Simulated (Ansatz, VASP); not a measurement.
# SnSe: VASP beside Ansatz

```xyz
8
Lattice="11.7393 0.0000 0.0000 0.0000 4.1295 0.0000 0.0000 0.0000 4.5943" Properties=species:S:1:pos:R:3 pbc="T T T"
Sn    7.2887    3.0971    1.7709
Sn   10.3202    1.0324    4.0681
Sn    4.4506    1.0324    2.8234
Sn    1.4191    3.0971    0.5262
Se    1.7385    1.0324    2.3485
Se    7.6082    1.0324    4.5430
Se    4.1311    3.0971    0.0514
Se   10.0007    3.0971    2.2458
```

Change from the starting cell: uniaxial_z strain -2.0%.

Alike in both runs: task single point; functional PBE; k mesh 2 × 6 × 6; occupations fermi-dirac, width 0.02 eV; no spin polarisation.

|  | VASP | Ansatz |
| --- | --- | --- |
| version | VASP 6.6.1 | Ansatz 0.2.0 |
| potentials or method | VASP PAW PBE potentials, release 64 (Sn_d, Se) | plane waves, PAW |
| plane-wave cutoff (eV) | 520 | 420 |
| valence electrons in the cell | 80 | 120 |

|  | VASP | Ansatz | Ansatz less VASP |
| --- | --- | --- | --- |
| pressure (GPa) | 1.6 | 1.6 | -0.03 |
| traceless stress, the component that is largest in VASP (GPa) | 0.29 | 0.30 | +0.004 |
| rms of the force components (eV/Å) | 0.137 | 0.127 | -0.0095 |

Atom by atom the forces differ by 0.010 eV/Å (rms over components). VASP's potentials hold 80 valence electrons a cell and Ansatz's 120, so a difference there can come from the potentials and not from the codes.
